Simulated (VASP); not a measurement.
# MoSe2 (P6_3/mmc) in VASP: single point with r2SCAN

Aim: the single point of MoSe2 with r2SCAN.

All numbers are computed with VASP 6.6.1; they aren't measurements. Logs are shortened: lines on timing, memory, paths and dates and some standing lists are left out, and cuts for length are marked.

## 1. The cell of the first run

The structure is hexagonal, space group P6_3/mmc (No. 194). The conventional cell has a = 3.239 Å, b = 3.239 Å, c = 12.826 Å, α = 90.00°, β = 90.00°, γ = 120.00°. Mo (site symmetry -6m2) has 6 Se at 2.51 Å and 6 Mo at 3.24 Å within 3.3 Å. Within 3.4 Å of Se (site symmetry 3m) lie 3 Mo at 2.51 Å and 7 Se at 3.24 to 3.35 Å.

## 2. Single point, r2SCAN, non-collinear spin, zero start, spin-orbit coupling (strain -2.0%)

File POSCAR:

```
MoSe2
1.0
    3.2392888319      0.0000000000      0.0000000000
   -1.6196444159      2.8053064186      0.0000000000
    0.0000000000      0.0000000000     12.8260744062
Mo Se
2 4
Direct
    0.3333333333      0.6666666667      0.2500000000
    0.6666666667      0.3333333333      0.7500000000
    0.6666666667      0.3333333333      0.3806190768
    0.6666666667      0.3333333333      0.1193809232
    0.3333333333      0.6666666667      0.8806190768
    0.3333333333      0.6666666667      0.6193809232
```

File INCAR.step1:

```
ALGO     = Normal         # electronic algorithm
EDIFF    = 1E-5           # SCF threshold, eV
ENCUT    = 550            # plane-wave cutoff, eV
GGA      = PE             # functional
GGA_COMPAT= F            
ISMEAR   = -1             # smearing method
KPAR     = 4            
LASPH    = T              # aspherical terms in the spheres
LCHARG   = F              # write CHGCAR
LMAXMIX  = 4              # l up to which the mixer works
LREAL    = F              # projectors in reciprocal space
LSORBIT  = T              # spin-orbit coupling
LWAVE    = T              # write WAVECAR
MAGMOM   = 0 0 0 0 0 0 0 0 0 0 0 0 0 0 0 0 0 0 # initial moments
NBANDS   = 68             # bands
NELM     = 200            # most SCF steps
PREC     = Accurate       # precision mode
SIGMA    = 0.02           # smearing width, eV
```

File INCAR.step2:

```
ALGO     = Normal         # electronic algorithm
EDIFF    = 1E-6           # SCF threshold, eV
ENCUT    = 550            # plane-wave cutoff, eV
GGA_COMPAT= F            
ISIF     = 2              # what is computed and relaxed
ISMEAR   = -1             # smearing method
ISTART   = 1            
KPAR     = 4            
LASPH    = T              # aspherical terms in the spheres
LCHARG   = F              # write CHGCAR
LMAXMIX  = 4              # l up to which the mixer works
LMIXTAU  = T            
LORBIT   = 11             # projections on sites
LORBMOM  = T            
LREAL    = F              # projectors in reciprocal space
LSORBIT  = T              # spin-orbit coupling
LWAVE    = F              # write WAVECAR
MAGMOM   = 0 0 0 0 0 0 0 0 0 0 0 0 0 0 0 0 0 0 # initial moments
METAGGA  = R2SCAN         # meta-GGA
NBANDS   = 68             # bands
NELM     = 200            # most SCF steps
PREC     = Accurate       # precision mode
SIGMA    = 0.02           # smearing width, eV
```

File KPOINTS:

```
k-points
0
Gamma
  12 12 2
```

Potentials or basis: VASP PAW PBE potentials, release 64 (Mo_sv, Se).

Command:

```sh
cat potpaw_PBE.64/Mo_sv/POTCAR potpaw_PBE.64/Se/POTCAR > POTCAR
cp INCAR.step1 INCAR
mpirun -np 4 vasp_ncl > vasp.out
cp INCAR.step2 INCAR
mpirun -np 4 vasp_ncl > vasp.out
```

OUTCAR:

```text
EDIFF = 1E-6
   ENCUT = 550
   ISIF = 2
   ISMEAR = -1
   ISTART = 1
   LASPH = T
   LORBIT = 11
   LREAL = F
   LSORBIT = T
   METAGGA = R2SCAN
   NELM = 200
   PREC = Accurate

 ion  position               nearest neighbor table
   1  0.333  0.667  0.250-   3 2.51   4 2.51   3 2.51   4 2.51   3 2.51   4 2.51
   2  0.667  0.333  0.750-   5 2.51   6 2.51   5 2.51   6 2.51   5 2.51   6 2.51
   3  0.667  0.333  0.381-   1 2.51   1 2.51   1 2.51
   4  0.667  0.333  0.119-   1 2.51   1 2.51   1 2.51
   5  0.333  0.667  0.881-   2 2.51   2 2.51   2 2.51
   6  0.333  0.667  0.619-   2 2.51   2 2.51   2 2.51

  LATTYP: Found a hexagonal cell.
 ALAT       =     3.2392888319
 C/A-ratio  =     3.9595340434

  Lattice vectors:

 A1 = (   3.2392888319,   0.0000000000,   0.0000000000)
 A2 = (  -1.6196444159,   2.8053064186,   0.0000000000)
 A3 = (   0.0000000000,   0.0000000000,  12.8260744062)

Analysis of symmetry for initial positions (statically):
=====================================================================
 Subroutine PRICEL returns:
 Original cell was already a primitive cell.

 Routine SETGRP: Setting up the symmetry group for a
 hexagonal supercell.

 Subroutine GETGRP returns: Found 24 space group operations
 (whereof 12 operations were pure point group operations)
 out of a pool of 24 trial point group operations.

The static configuration has the point symmetry D_3d.
 The point group associated with its full space group is D_6h.

Analysis of symmetry for dynamics (positions and initial velocities):
=====================================================================
 Subroutine PRICEL returns:
 Original cell was already a primitive cell.

 Routine SETGRP: Setting up the symmetry group for a
 hexagonal supercell.

 Subroutine GETGRP returns: Found 24 space group operations
 (whereof 12 operations were pure point group operations)
 out of a pool of 24 trial point group operations.

The dynamic configuration has the point symmetry D_3d.
 The point group associated with its full space group is D_6h.

Analysis of structural, dynamic, and magnetic symmetry:
=====================================================================
 Subroutine PRICEL returns:
 Original cell was already a primitive cell.

 Routine SETGRP: Setting up the symmetry group for a
 hexagonal supercell.

 Subroutine GETGRP returns: Found 24 space group operations
 (whereof 12 operations were pure point group operations)
 out of a pool of 24 trial point group operations.

The overall configuration has the point symmetry D_3d.
 The point group associated with its full space group is D_6h.

 Subroutine INISYM returns: Found 24 space group operations
 (whereof 12 operations are pure point group operations),
 and found     1 'primitive' translations

----------------------------------------------------------------------------------------

                                     Primitive cell

  volume of cell :     116.5531

  direct lattice vectors                    reciprocal lattice vectors
     3.239288832  0.000000000  0.000000000     0.308709736  0.178233649  0.000000000
    -1.619644416  2.805306419  0.000000000     0.000000000  0.356467298  0.000000000
     0.000000000  0.000000000 12.826074406     0.000000000  0.000000000  0.077966178

  length of vectors
     3.239288832  3.239288832 12.826074406     0.356467298  0.356467298  0.077966178

  position of ions in fractional coordinates (direct lattice)
     0.333333333  0.666666667  0.250000000
     0.666666667  0.333333333  0.750000000
     0.666666667  0.333333333  0.380619077
     0.666666667  0.333333333  0.119380923
     0.333333333  0.666666667  0.880619077
     0.333333333  0.666666667  0.619380923

  ion indices of the primitive-cell ions
   primitive index   ion index
                 1           1
                 2           2
                 3           3
                 4           4
[... 136 lines left out ...]
      1     -56.3836      1.00000
      2     -56.3836      1.00000
      3     -56.3836      1.00000
      4     -56.3836      1.00000
      5     -31.3283      1.00000
      6     -31.3283      1.00000
[... 1597 lines left out ...]
     63       9.9543      0.00000
     64       9.9543      0.00000

 [... further k-points ...]

 [bands above 64 left out]

------------------------ aborting loop because EDIFF is reached ----------------------------------------

  FORCE on cell =-STRESS in cart. coord.  units (eV):
  Direction    XX          YY          ZZ          XY          YZ          ZX
  --------------------------------------------------------------------------------------
  -------------------------------------------------------------------------------------
  Total        5.1904227      5.1904227      2.6251049      0.0000000      0.0000000      0.0000000
  in kB       71.3492775     71.3492775     36.0855647      0.0000000      0.0000000      0.0000000
  external PRESSURE =      59.5947066 kB  Pullay stress =       0.0000000 kB

 VOLUME and BASIS-vectors are now :
 -----------------------------------------------------------------------------
  energy-cutoff  :      550.00
  volume of cell :      116.55
      direct lattice vectors                 reciprocal lattice vectors
     3.239288832  0.000000000  0.000000000     0.308709736  0.178233649  0.000000000
    -1.619644416  2.805306419  0.000000000     0.000000000  0.356467298  0.000000000
     0.000000000  0.000000000 12.826074406     0.000000000  0.000000000  0.077966178

 POSITION                                       TOTAL-FORCE (eV/Angst)
 -----------------------------------------------------------------------------------
     -0.00000      1.87020      3.20652        -0.000000     -0.000000      0.000000
      1.61964      0.93510      9.61956        -0.000000     -0.000000      0.000000
      1.61964      0.93510      4.88185         0.000000      0.000000      0.003575
      1.61964      0.93510      1.53119         0.000000      0.000000     -0.003575
     -0.00000      1.87020     11.29489         0.000000     -0.000000      0.003575
     -0.00000      1.87020      7.94423         0.000000     -0.000000     -0.003575
 -----------------------------------------------------------------------------------
    total drift:                                0.000000     -0.000000      0.000000

  FREE ENERGIE OF THE ION-ELECTRON SYSTEM (eV)
  ---------------------------------------------------
  free  energy   TOTEN  =      -113.9731096775 eV

  energy  without entropy=     -113.9731096775  energy(sigma->0) =     -113.97310968

 orbital moment (x)

 # of ion     p       d       tot
 ----------------------------------------
  1         0.000   0.000   0.000
  2         0.000   0.000   0.000
  3         0.000  -0.000   0.000
  4        -0.000   0.000  -0.000
  5        -0.000   0.000  -0.000
  6         0.000  -0.000  -0.000
 ----------------------------------------
           -0.000  -0.000  -0.000

 orbital moment (y)

 # of ion     p       d       tot
 ----------------------------------------
  1        -0.000  -0.000  -0.000
  2         0.000   0.000   0.000
  3        -0.000  -0.000  -0.000
  4         0.000   0.000   0.000
  5         0.000   0.000   0.000
  6         0.000  -0.000  -0.000
 ----------------------------------------
            0.000  -0.000   0.000

 orbital moment (z)

 # of ion     p       d       tot
 ----------------------------------------
  1         0.000   0.000   0.000
  2         0.000   0.000   0.000
  3         0.000  -0.000  -0.000
  4         0.000   0.000   0.000
  5         0.000   0.000   0.000
  6         0.000   0.000   0.000
 ----------------------------------------
            0.000   0.000   0.000

 Spin-Orbit-Coupling matrix elements

 Ion:    1  E_soc:     -0.1903041
 l=   1
     0.0000000    -0.0288252    -0.0288198
    -0.0288252     0.0000000    -0.0288252
    -0.0288198    -0.0288252     0.0000000
 l=   2
     0.0000000    -0.0005128     0.0000000    -0.0005128    -0.0027544
    -0.0005128     0.0000000    -0.0017109    -0.0004544    -0.0005128
     0.0000000    -0.0017109     0.0000000    -0.0017109     0.0000000
    -0.0005128    -0.0004544    -0.0017109     0.0000000    -0.0005128
    -0.0027544    -0.0005128     0.0000000    -0.0005128     0.0000000
 l=   3
     0.0000000     0.0000000     0.0000000     0.0000000     0.0000000     0.0000000     0.0000000
     0.0000000     0.0000000     0.0000000     0.0000000     0.0000000     0.0000000     0.0000000
     0.0000000     0.0000000     0.0000000     0.0000000     0.0000000     0.0000000     0.0000000
     0.0000000     0.0000000     0.0000000     0.0000000     0.0000000     0.0000000     0.0000000
[... 89 lines left out ...]
 l=   2
     0.0000000     0.0000007     0.0000000     0.0000007    -0.0000058
     0.0000007     0.0000000    -0.0000002     0.0000074     0.0000007
     0.0000000    -0.0000002     0.0000000    -0.0000002     0.0000000
     0.0000007     0.0000074    -0.0000002     0.0000000     0.0000007
    -0.0000058     0.0000007     0.0000000     0.0000007     0.0000000
 l=   3
     0.0000000     0.0000000     0.0000000     0.0000000     0.0000000     0.0000000     0.0000000
     0.0000000     0.0000000     0.0000000     0.0000000     0.0000000     0.0000000     0.0000000
     0.0000000     0.0000000     0.0000000     0.0000000     0.0000000     0.0000000     0.0000000
     0.0000000     0.0000000     0.0000000     0.0000000     0.0000000     0.0000000     0.0000000
     0.0000000     0.0000000     0.0000000     0.0000000     0.0000000     0.0000000     0.0000000
     0.0000000     0.0000000     0.0000000     0.0000000     0.0000000     0.0000000     0.0000000
     0.0000000     0.0000000     0.0000000     0.0000000     0.0000000     0.0000000     0.0000000

 total charge

# of ion       s       p       d       tot
------------------------------------------
    1        2.272   6.199   3.951  12.423
    2        2.272   6.199   3.951  12.423
    3        1.481   2.390   0.070   3.941
    4        1.481   2.390   0.070   3.941
    5        1.481   2.390   0.070   3.941
    6        1.481   2.390   0.070   3.941
--------------------------------------------------
tot         10.467  21.960   8.180  40.608

 magnetization (x)

# of ion       s       p       d       tot
------------------------------------------
    1       -0.000   0.000   0.000   0.000
    2       -0.000   0.000  -0.000  -0.000
    3       -0.000  -0.000   0.000  -0.000
    4        0.000  -0.000  -0.000  -0.000
    5        0.000  -0.000  -0.000  -0.000
    6       -0.000  -0.000   0.000  -0.000
--------------------------------------------------
tot         -0.000  -0.000   0.000  -0.000

 magnetization (y)

# of ion       s       p       d       tot
------------------------------------------
    1        0.000   0.000   0.000   0.000
    2        0.000   0.000   0.000   0.000
    3       -0.000   0.000   0.000  -0.000
    4        0.000   0.000   0.000   0.000
    5        0.000   0.000   0.000   0.000
    6        0.000   0.000   0.000   0.000
--------------------------------------------------
tot          0.000   0.000   0.000   0.000

 magnetization (z)

# of ion       s       p       d       tot
------------------------------------------
    1        0.000   0.000   0.000   0.000
    2        0.000   0.000   0.000   0.000
    3        0.000   0.000   0.000   0.000
    4        0.000   0.000   0.000   0.000
    5        0.000   0.000   0.000   0.000
    6        0.000   0.000   0.000   0.000
--------------------------------------------------
tot          0.000   0.000   0.000   0.000
```

It took 12 min on 4 MPI ranks of Intel Xeon 6975P-C (Granite Rapids), shared host; peak memory 0.98 GiB.

Results:

| Item | Value |
| --- | --- |
| Free energy | -113.9731 eV |
| Pressure | 6.0 GPa |
| Largest force | 0.004 eV/Å |
| Net moment | 0.00 μB per cell |
| Valence electrons inside the program's atomic spheres | Mo 12.42; Se 3.94 |

Forces on the atoms (eV/Å):
```
Mo   0.000  0.000  0.000
Mo   0.000  0.000  0.000
Se   0.000  0.000  0.004
Se   0.000  0.000 -0.004
Se   0.000  0.000  0.004
Se   0.000  0.000 -0.004
```

Stress tensor (GPa, compression positive):
```
7.13 0.00 0.00
0.00 7.13 0.00
0.00 0.00 3.61
```

Moments on the atoms (μB; x, y, z):
```
Mo  0.00 0.00 0.00
Mo  0.00 0.00 0.00
Se  0.00 0.00 0.00
Se  0.00 0.00 0.00
Se  0.00 0.00 0.00
Se  0.00 0.00 0.00
```

Caveat: the cell differs from its parent crystal (strain -2.0%); the cell stands under pressure; the PAW data sets were made with another functional, which shifts forces and pressure a little.
